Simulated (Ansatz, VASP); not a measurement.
Si2W in VASP and in Ansatz

```xyz
9
Lattice="4.4363 0.0000 0.0000 -2.2181 3.8419 0.0000 0.0000 0.0000 6.9126" Properties=species:S:1:pos:R:3 pbc="T T T"
Si    2.2181    2.3390    3.4563
Si   -0.9166    3.0905    5.7605
Si    0.9166    3.0905    1.1521
Si    0.0000    1.5029    3.4563
Si    3.1347    0.7514    5.7605
Si    1.3015    0.7514    1.1521
W    -1.1091    1.9210    1.1521
W     1.1091    1.9210    5.7605
W     2.2181    0.0000    3.4563
```

Alike in both runs: task single point; functional LDA; k mesh 9 × 9 × 6; occupations gaussian, width 0.03 eV; no spin polarisation.

```csv
,VASP,Ansatz
version,VASP 6.6.1,Ansatz 0.2.0
potentials or method,"VASP PAW LDA potentials, release 64 (Si, W_sv), cutoff 520 eV","scalar-relativistic, plane waves, PAW"
valence electrons in the cell,66,66
```

VASP gave:

```
gap on the k mesh at the Fermi level (eV)                     : 0.06
least direct gap on the mesh (eV)                             : 0.74
pressure (GPa)                                                : 12.3
traceless stress, the component that is largest in VASP (GPa) : -17.98
rms of the force components (eV/Å)                            : 2.033
```

**Question.** What did Ansatz give for the same quantities?

**Answer.** gap on the k mesh at the Fermi level (eV): 0.05; least direct gap on the mesh (eV): 0.73; pressure (GPa): 11.6; traceless stress, the component that is largest in VASP (GPa): -17.88; rms of the force components (eV/Å): 2.025.

Ansatz warns that its potentials were made for another functional, while VASP's fit it. LDA's correlation is that of Perdew and Zunger in VASP and of Perdew and Wang (1992) in Ansatz. Atom by atom the forces differ by 0.008 eV/Å (rms over components).

Neither program's run includes spin-orbit coupling.
